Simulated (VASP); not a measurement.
The system is TiH.

```
CELL_PARAMETERS angstrom
0.00000 2.08970 2.08970
2.08970 0.00000 2.08970
2.08970 2.08970 0.00000
ATOMIC_POSITIONS crystal
Ti 0.00000 0.00000 0.00000
H 0.50000 0.50000 0.50000
```

```yaml
Program: VASP 6.6.1
Task: relaxation of cell and atoms
Functional: PBEsol
Potentials_or_basis: VASP PAW PBE potentials, release 64 (Ti_sv, H)
Cutoff: 600 eV
k_mesh: 11 × 11 × 11
Occupations: fermi-dirac, width 0.05 eV
Spin: no spin polarisation
```

At the start: pressure -4.5 GPa; volume 9.13 Å³/atom.

Task: Where does the relaxation end?

Result: Over 4 steps the energy falls by 2.5 meV/atom and the volume is 8.90 Å³/atom (-2.5 %); space group Fm-3m (No. 225, to 0.05 Å).

Step by step:
```
step  energy change (eV)  largest force (eV/Å)  pressure (GPa)  volume (Å³)
   1              0.0000                0.0000           -4.54        18.25
   2             -0.0038                0.0000            1.91        17.58
   3             -0.0050                0.0000           -0.33        17.84
   4             -0.0051                0.0000           -0.03        17.80
```

Final structure:
```
Ti H
1.0
     0.00000    2.07238    2.07238
     2.07238    0.00000    2.07238
     2.07238    2.07238    0.00000
Ti H
1 1
Direct
  0.00000 0.00000 0.00000
  0.50000 0.50000 0.50000
```

Caveat: the PAW data sets were made with another functional, which shifts forces and pressure a little.
